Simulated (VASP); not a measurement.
Write the native input for VASP 6.6.1 that does the following.

| Item | Value |
| --- | --- |
| Task | single point |
| Functional | PBE |
| Potentials or basis | VASP PAW PBE potentials, release 64 (C) |
| Cutoff | 520 eV |
| k mesh | 18 × 18 × 6 |
| Occupations | gaussian, width 0.15 eV |
| Spin | no spin polarisation |
| Dipole correction | no |
| Further INCAR settings | ALGO = Normal; EDIFF = 1e-06; NBANDS = 16 |

The structure of C lies in POSCAR:

```
C
1.0
    1.2332770928     -2.1858142842      0.0000000000
    1.2332770928      2.1858142842      0.0000000000
    0.0000000000      0.0000000000      8.7070207245
C
4
Direct
    0.0833329406      0.9166670594      0.7503043452
    0.5833329406      0.4166670594      0.2496956548
    0.9166670594      0.0833329406      0.2496956548
    0.4166670594      0.5833329406      0.7503043452
```

This cell differs from its parent crystal: normal strain along x +0.0000, normal strain along y +0.0233.

The input as run:

INCAR

```
SYSTEM = C
PREC = Accurate
ENCUT = 520
EDIFF = 1E-6
ISMEAR = 0
SIGMA = 0.15
LREAL = .FALSE.
LASPH = .TRUE.
NELM = 80
ALGO = Normal
ISIF = 2
LWAVE = .FALSE.
LCHARG = .TRUE.
GGA = PE
LELF = .TRUE.
LVHAR = .TRUE.
NBANDS = 16
```

KPOINTS

```
regular mesh
0
G
  18 18 6
  0 0 0
```

Potentials or basis: VASP PAW PBE potentials, release 64 (C).

Launch:

```console
$ cat potpaw_PBE.64/C/POTCAR > POTCAR
$ mpirun -np 1 vasp_std > vasp.out
```

Results of the run:

```
Pressure      : -6.5 GPa
Largest force : 0.148 eV/Å
```

Caveat: the cell differs from its parent crystal (normal strain along x +0.0000, normal strain along y +0.0233); the stress differs along the axes, from -17 to -0 GPa; this functional lacks dispersion, which binds layers or chains, so the pressure and a relaxed spacing across them are unreliable.

Wall time 3.8 min on 1 thread of AMD EPYC 7R43 64-Core Processor (Zen 3) (shared host), peak memory 0.27 GiB.
